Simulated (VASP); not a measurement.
# Hf2MgO (P4mm) in VASP: single point with PBE

Aim: the single point of Hf2MgO with PBE.

Everything below comes from runs of VASP 6.6.1. Logs are shortened: lines on timing, memory, paths and dates and some standing lists are left out, and cuts for length are marked.

**1. The cell of the first run**

It takes space group P4mm (No. 99, tetragonal). Conventional cell: a = 4.415 Å, b = 4.415 Å, c = 4.001 Å, α = 90.00°, β = 90.00°, γ = 90.00°. Within 2.6 Å of Mg (site symmetry 4mm) lie 2 O at 1.97 to 2.04 Å and 4 Hf at 2.22 Å. Within 2.9 Å of Hf (site symmetry 2mm) lie 2 Mg at 2.22 Å and 2 O at 2.81 Å. Within 2.6 Å of O (site symmetry 4mm) lie 2 Mg at 1.97 to 2.04 Å.

**2. Single point, PBE**

Input file INCAR:

```
PREC = Accurate
ENCUT = 520
EDIFF = 1E-6
ISMEAR = 0
SIGMA = 0.1
LREAL = F
LASPH = T
NELM = 100
ALGO = Normal
ISIF = 2
LWAVE = F
LCHARG = F
GGA = PE
NBANDS = 22
```

Input file KPOINTS:

```
Automatic mesh
0
Gamma
  4 4 4
```

Input file POSCAR:

```
Hf2MgO
1.0
    4.4147194900      0.0000000000      0.0000000000
    0.0000000000      4.4147194900      0.0000000000
    0.0000000000      0.0000000000      4.0012321200
Mg Hf O
1 2 1
Direct
    0.0000000000      0.0000000000      0.6261510100
    0.5000000000      0.0000000000      0.5708109900
    0.0000000000      0.5000000000      0.5708109900
    0.0000000000      0.0000000000      0.1349103500
```

Potentials or basis: VASP PAW PBE potentials, release 64 (Mg, Hf_pv, O).

The run is started by

```console
$ cat potpaw_PBE.64/Mg/POTCAR potpaw_PBE.64/Hf_pv/POTCAR potpaw_PBE.64/O/POTCAR > POTCAR
$ mpirun -np 1 vasp_std > vasp.out
```

OUTCAR:

```text
PREC = Accurate
   ENCUT = 520
   EDIFF = 1E-6
   ISMEAR = 0
   LREAL = F
   LASPH = T
   NELM = 100
   ISIF = 2
   GGA = PE

 ion  position               nearest neighbor table
   1  0.000  0.000  0.626-   4 1.97   4 2.04   3 2.22   2 2.22   3 2.22   2 2.22
   2  0.500  0.000  0.571-   1 2.22   1 2.22   4 2.81   4 2.81   3 3.12   3 3.12   3 3.12   3 3.12

   3  0.000  0.500  0.571-   1 2.22   1 2.22   4 2.81   4 2.81   2 3.12   2 3.12   2 3.12   2 3.12

   4  0.000  0.000  0.135-   1 1.97   1 2.04   3 2.81   2 2.81   3 2.81   2 2.81

  LATTYP: Found a simple tetragonal cell.
 ALAT       =     4.4147194900
 C/A-ratio  =     0.9063389257

  Lattice vectors:

 A1 = (   4.4147194900,   0.0000000000,   0.0000000000)
 A2 = (   0.0000000000,   4.4147194900,   0.0000000000)
 A3 = (   0.0000000000,   0.0000000000,   4.0012321200)

Analysis of symmetry for initial positions (statically):
=====================================================================
 Subroutine PRICEL returns:
 Original cell was already a primitive cell.

 Routine SETGRP: Setting up the symmetry group for a
 simple tetragonal supercell.

 Subroutine GETGRP returns: Found  8 space group operations
 (whereof  8 operations were pure point group operations)
 out of a pool of 16 trial point group operations.

The static configuration has the point symmetry C_4v.

Analysis of symmetry for dynamics (positions and initial velocities):
=====================================================================
 Subroutine PRICEL returns:
 Original cell was already a primitive cell.

 Routine SETGRP: Setting up the symmetry group for a
 simple tetragonal supercell.

 Subroutine GETGRP returns: Found  8 space group operations
 (whereof  8 operations were pure point group operations)
 out of a pool of 16 trial point group operations.

The dynamic configuration has the point symmetry C_4v.

 Subroutine INISYM returns: Found  8 space group operations
 (whereof  8 operations are pure point group operations),
 and found     1 'primitive' translations

----------------------------------------------------------------------------------------

                                     Primitive cell

  volume of cell :      77.9830

  direct lattice vectors                    reciprocal lattice vectors
     4.414719490  0.000000000  0.000000000     0.226514958  0.000000000  0.000000000
     0.000000000  4.414719490  0.000000000     0.000000000  0.226514958  0.000000000
     0.000000000  0.000000000  4.001232120     0.000000000  0.000000000  0.249923016

  length of vectors
     4.414719490  4.414719490  4.001232120     0.226514958  0.226514958  0.249923016

  position of ions in fractional coordinates (direct lattice)
     0.000000000  0.000000000  0.626151010
     0.500000000  0.000000000  0.570810990
     0.000000000  0.500000000  0.570810990
     0.000000000  0.000000000  0.134910350

  ion indices of the primitive-cell ions
   primitive index   ion index
                 1           1
                 2           2
                 3           3
                 4           4

----------------------------------------------------------------------------------------

 KPOINTS: Automatic mesh

Automatic generation of k-mesh.
 Grid dimensions read from file:
 generate k-points for:    4    4    4

 Generating k-lattice:

  Cartesian coordinates                     Fractional coordinates (reciprocal lattice)
     0.056628740  0.000000000  0.000000000     0.250000000  0.000000000  0.000000000
     0.000000000  0.056628740  0.000000000     0.000000000  0.250000000  0.000000000
     0.000000000  0.000000000  0.062480754     0.000000000  0.000000000  0.250000000

  Length of vectors
     0.056628740  0.056628740  0.062480754

  Shift w.r.t. Gamma in fractional coordinates (k-lattice)
     0.000000000  0.000000000  0.000000000

 Subroutine IBZKPT returns following result:
 ===========================================

 Found     18 irreducible k-points:

 Following reciprocal coordinates:
            Coordinates               Weight
  0.000000  0.000000  0.000000      1.000000
  0.250000  0.000000  0.000000      4.000000
  0.500000  0.000000  0.000000      2.000000
  0.250000  0.250000  0.000000      4.000000
  0.500000  0.250000  0.000000      4.000000
  0.500000  0.500000  0.000000      1.000000
[... 10 lines left out ...]
  0.500000  0.250000  0.500000      4.000000
  0.500000  0.500000  0.500000      1.000000
   k-points           NKPTS =     18   k-points in BZ     NKDIM =     18   number of bands    NBANDS=     22
   number of dos      NEDOS =    301   number of ions     NIONS =      4
   total plane-waves  NPLWV =  38880
   dimension x,y,z NGX =    36 NGY =   36 NGZ =   30
   dimension x,y,z NGXF=    72 NGYF=   72 NGZF=   60
   ions per type =               1   2   1
   NGX,Y,Z   is equivalent  to a cutoff of  13.56, 13.56, 12.46 a.u.
   NGXF,Y,Z  is equivalent  to a cutoff of  27.11, 27.11, 24.93 a.u.
 SYSTEM =  unknown system
   PREC   = accura    normal or accurate (medium, high low for compatibility)
   ISTART =      0    job   : 0-new  1-cont  2-samecut
   ICHARG =      2    charge: 1-file 2-atom 10-const
   ISPIN  =      1    spin polarized calculation?
   LNONCOLLINEAR =      F non collinear calculations
   LSORBIT =      F    spin-orbit coupling
   LASPH  =      T    aspherical Exc in radial PAW
   ENCUT  =  520.0 eV  38.22 Ry    6.18 a.u.   8.21  8.21  7.44*2*pi/ulx,y,z
   NELM   =    100;   NELMIN=  2; NELMDL= -5     # of ELM steps
   EDIFF  = 0.1E-05   stopping-criterion for ELM
   LREAL  =      F    real-space projection
   EDIFFG = 0.1E-04   stopping-criterion for IOM
   NSW    =      0    number of steps for IOM
   IBRION =     -1    ionic relax: 0-MD 1-quasi-New 2-CG
   NFREE  =      0    steps in history (QN), initial steepest desc. (CG)
   ISIF   =      2    stress and relaxation
   ISYM   =      2    0-nonsym 1-usesym 2-fastsym
   POTIM  = 0.5000    time-step for ionic-motion
   TEBEG  =    0.0;   TEEND  =   0.0 temperature during run
   PSTRESS=    0.0 pullay stress
   NELECT =      28.0000    total number of electrons
   NUPDOWN=      -1.0000    fix difference up-down
   EMIN   =  10.00;   EMAX   =-10.00  energy-range for DOS
   EFERMI =   0.00;   METHOD = LEGACY
   ISMEAR =     0;   SIGMA  =   0.10  broadening in eV -4-tet -1-fermi 0-gaus
   EFERMI_NEDOS =   21; number of points for ismear=-14 and -15
   IALGO  =     38    algorithm
   IMIX   =      4    mixing-type and parameters
     AMIX     =   0.40;   BMIX     =  1.00
     AMIX_MAG =   1.60;   BMIX_MAG =  1.00
  volume/ion in A,a.u.               =      19.50       131.56
  Fermi-wavevector in a.u.,A,eV,Ry     =   1.163574  2.198837 18.421003  1.353906
  Thomas-Fermi vector in A             =   2.300123
   LORBIT       =      0    0 simple, 1 ext, 2 COOP (PROOUT), +10 PAW based schemes
   GGA     = PE    functional components
   LHFCALC =     F    Hartree Fock is set to
   AEXX    =    0.0000 exact exchange contribution
   IVDW    =     0    specifies the selected vdW correction
   LEPSILON=     F    determine dielectric tensor
   LRPA    =     F    only Hartree local field effects (RPA)
 non-spin polarized calculation
 Gauss-broadening in eV      SIGMA  =   0.10
  energy-cutoff  :      520.00
  volume of cell :       77.98
 maximum number of plane-waves:      2120
 NGX is ok and might be reduce to    36
   NGX = 17   NGY = 17   NGZ = 15

 number of electron      27.9999994 magnetization

 Free energy of the ion-electron system (eV)
  ---------------------------------------------------
  ext. energy  EPLUGINS =         0.00000000
  ---------------------------------------------------
  free energy    TOTEN  =       -17.61043851 eV

  energy without entropy =      -17.58830749  energy(sigma->0) =      -17.59937300

 E-fermi :   3.7485     XC(G=0): -10.0168

 val. band max:        3.7259472428   @ k =   0.2500   0.0000   0.5000
 cond. band min:       3.7491749591   @ k =   0.5000   0.0000   0.0000
 fundamental gap:      0.0232277162
 Fermi energy:         3.7484629751

 k-point     1 :       0.0000    0.0000    0.0000
  band No.  band energies     occupation
      1     -27.8100      2.00000
      2     -27.8100      2.00000
      3     -27.7366      2.00000
      4     -27.6374      2.00000
      5     -27.1694      2.00000
      6     -27.1694      2.00000
[... 14 lines left out ...]
     21       8.2959      0.00000
     22       8.2959      0.00000

 k-point     2 :       0.2500    0.0000    0.0000
  band No.  band energies     occupation
      1     -27.8044      2.00000
      2     -27.7720      2.00000
      3     -27.7219      2.00000
      4     -27.6517      2.00000
      5     -27.2192      2.00000
      6     -27.2125      2.00000
[... 14 lines left out ...]
     21       6.5119      0.00000
     22       6.8476      0.00000

 k-point     3 :       0.5000    0.0000    0.0000
  band No.  band energies     occupation
      1     -27.7969      2.00000
      2     -27.7271      2.00000
      3     -27.6867      2.00000
      4     -27.6866      2.00000
      5     -27.2706      2.00000
      6     -27.2626      2.00000
[... 14 lines left out ...]
     21       5.8005      0.00000
     22       5.8737      0.00000

 k-point     4 :       0.2500    0.2500    0.0000
  band No.  band energies     occupation
      1     -27.9198      2.00000
      2     -27.7113      2.00000
      3     -27.6626      2.00000
      4     -27.6442      2.00000
      5     -27.3764      2.00000
      6     -27.1054      2.00000
[... 14 lines left out ...]
     21       7.2088      0.00000
     22       7.2282      0.00000

 k-point     5 :       0.5000    0.2500    0.0000
  band No.  band energies     occupation
      1     -27.9722      2.00000
      2     -27.6864      2.00000
      3     -27.6863      2.00000
      4     -27.5798      2.00000
      5     -27.4563      2.00000
      6     -27.0769      2.00000
[... 14 lines left out ...]
     21       6.4485      0.00000
     22       6.9624      0.00000

 k-point     6 :       0.5000    0.5000    0.0000
  band No.  band energies     occupation
      1     -28.0656      2.00000
      2     -27.6860      2.00000
      3     -27.6860      2.00000
      4     -27.5348      2.00000
      5     -27.5143      2.00000
      6     -26.9983      2.00000
[... 14 lines left out ...]
     21       6.8640      0.00000
     22       7.7595      0.00000

 k-point     7 :       0.0000    0.0000    0.2500
  band No.  band energies     occupation
      1     -27.8081      2.00000
      2     -27.8081      2.00000
      3     -27.7554      2.00000
      4     -27.6516      2.00000
      5     -27.1683      2.00000
      6     -27.1683      2.00000
[... 174 lines left out ...]
      6     -27.2102      2.00000
[... 14 lines left out ...]
     21       6.9012      0.00000
     22       7.1895      0.00000

 k-point    15 :       0.5000    0.0000    0.5000
  band No.  band energies     occupation
      1     -27.7919      2.00000
      2     -27.7238      2.00000
      3     -27.7194      2.00000
      4     -27.7185      2.00000
      5     -27.2677      2.00000
      6     -27.2600      2.00000
[... 14 lines left out ...]
     21       6.5846      0.00000
     22       6.9158      0.00000

 k-point    16 :       0.2500    0.2500    0.5000
  band No.  band energies     occupation
      1     -27.9143      2.00000
      2     -27.7459      2.00000
      3     -27.6921      2.00000
      4     -27.6420      2.00000
      5     -27.3732      2.00000
      6     -27.1034      2.00000
[... 14 lines left out ...]
     21       6.9476      0.00000
     22       7.0772      0.00000

 k-point    17 :       0.5000    0.2500    0.5000
  band No.  band energies     occupation
      1     -27.9657      2.00000
      2     -27.7186      2.00000
      3     -27.7181      2.00000
      4     -27.5774      2.00000
      5     -27.4528      2.00000
      6     -27.0749      2.00000
[... 14 lines left out ...]
     21       6.6641      0.00000
     22       6.8462      0.00000

 k-point    18 :       0.5000    0.5000    0.5000
  band No.  band energies     occupation
      1     -28.0582      2.00000
      2     -27.7177      2.00000
      3     -27.7177      2.00000
      4     -27.5310      2.00000
      5     -27.5125      2.00000
      6     -26.9966      2.00000
[... 14 lines left out ...]
     21       7.3295      0.00000
     22       7.9313      0.00000

------------------------ aborting loop because EDIFF is reached ----------------------------------------

  FORCE on cell =-STRESS in cart. coord.  units (eV):
  Direction    XX          YY          ZZ          XY          YZ          ZX
  --------------------------------------------------------------------------------------
  -------------------------------------------------------------------------------------
  Total       21.9390421     21.9390421     -5.3365829      0.0000000     -0.0000000      0.0000000
  in kB      450.7422508    450.7422508   -109.6412218      0.0000000     -0.0000000      0.0000000
  external PRESSURE =     263.9477599 kB  Pullay stress =       0.0000000 kB

 VOLUME and BASIS-vectors are now :
 -----------------------------------------------------------------------------
  energy-cutoff  :      520.00
  volume of cell :       77.98
      direct lattice vectors                 reciprocal lattice vectors
     4.414719490  0.000000000  0.000000000     0.226514958  0.000000000  0.000000000
     0.000000000  4.414719490  0.000000000     0.000000000  0.226514958  0.000000000
     0.000000000  0.000000000  4.001232120     0.000000000  0.000000000  0.249923016

 POSITION                                       TOTAL-FORCE (eV/Angst)
 -----------------------------------------------------------------------------------
      0.00000      0.00000      2.50538         0.000000     -0.000000      2.903703
      2.20736      0.00000      2.28395         0.000000      0.000000     -1.724604
      0.00000      2.20736      2.28395         0.000000     -0.000000     -1.724604
      0.00000      0.00000      0.53981         0.000000     -0.000000      0.545504
 -----------------------------------------------------------------------------------
    total drift:                                0.000000      0.000000      0.000558

  FREE ENERGIE OF THE ION-ELECTRON SYSTEM (eV)
  ---------------------------------------------------
  free  energy   TOTEN  =       -17.6104385091 eV

  energy  without entropy=      -17.5883074938  energy(sigma->0) =      -17.59937300
```

It took 23 s on 1 thread of AMD EPYC 7R13 (Zen 3), shared host; peak memory 0.17 GiB.

Results:

- Free energy: -17.6104 eV
- Pressure: 26.4 GPa
- Largest force: 2.904 eV/Å
- Band gap on the k mesh: zero (band 14 reaches 3.99 eV, above the bottom of band 15 at 3.57 eV)

Forces on the atoms (eV/Å):
```
Mg   0.000  0.000  2.904
Hf   0.000  0.000 -1.725
Hf   0.000  0.000 -1.725
O    0.000  0.000  0.546
```

Stress tensor (GPa, compression positive):
```
 45.07   0.00   0.00
  0.00  45.07   0.00
  0.00   0.00 -10.96
```

Caveat: the k points lie up to 0.39 Å⁻¹ apart; spin-orbit coupling is left out, which moves the levels of the heavy elements; forces of over 1 eV/Å act on the atoms, so gaps and moduli don't describe the material at rest.
